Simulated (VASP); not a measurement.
Here is a VASP 6.6.1 calculation.

The input INCAR:

```
  PREC = Accurate
  ENCUT = 600
  EDIFF = 1E-7
  ISMEAR = 0
  SIGMA = 0.1
  LREAL = False
  LASPH = True
  NELM = 60
  ALGO = Normal
  ISIF = 3
  LWAVE = False
  LCHARG = False
  GGA = PE
  IBRION = 2
  NSW = 100
  EDIFFG = -0.01
```

KPOINTS

```
Automatic mesh
0
Gamma
  8 8 8
```

POSCAR

```
CoSi8Ni3
1.0
    5.4096442000      0.0000000000      0.0000000000
    0.0000000000      5.4096442000      0.0000000000
    0.0000000000      0.0000000000      5.4096442000
Co Si Ni
1 8 3
Direct
    0.5000000000      0.5000000000      0.5000000000
    0.7480230000      0.2519770000      0.2519770000
    0.2519770000      0.2519770000      0.7480230000
    0.7480230000      0.7480230000      0.7480230000
    0.2519770000      0.7480230000      0.2519770000
    0.2519770000      0.7480230000      0.7480230000
    0.7480230000      0.7480230000      0.2519770000
    0.2519770000      0.2519770000      0.2519770000
    0.7480230000      0.2519770000      0.7480230000
    0.5000000000      0.0000000000      0.0000000000
    0.0000000000      0.0000000000      0.5000000000
    0.0000000000      0.5000000000      0.0000000000
```

Potentials or basis: VASP PAW PBE potentials, release 64 (Co, Si, Ni).

Command:

```sh
$ cat potpaw_PBE.64/Co/POTCAR potpaw_PBE.64/Si/POTCAR potpaw_PBE.64/Ni/POTCAR > POTCAR
$ mpirun -np 1 vasp_std > vasp.out
```

Problem. Predict the band gap on the k mesh.

Solution. Zero (an odd number of electrons rules out a gap without spin polarisation).

Final structure:
```
CELL_PARAMETERS angstrom
5.40964 0.00000 0.00000
0.00000 5.40964 0.00000
0.00000 0.00000 5.40964
ATOMIC_POSITIONS crystal
Co 0.50000 0.50000 0.50000
Si 0.74802 0.25198 0.25198
Si 0.25198 0.25198 0.74802
Si 0.74802 0.74802 0.74802
Si 0.25198 0.74802 0.25198
Si 0.25198 0.74802 0.74802
Si 0.74802 0.74802 0.25198
Si 0.25198 0.25198 0.25198
Si 0.74802 0.25198 0.74802
Ni 0.50000 0.00000 0.00000
Ni 0.00000 0.00000 0.50000
Ni 0.00000 0.50000 0.00000
```

Caveat: the run has no spin polarisation, though such a crystal can be magnetic. Spin polarisation is off, so any magnetic state and its effect on volume and gap are missing.
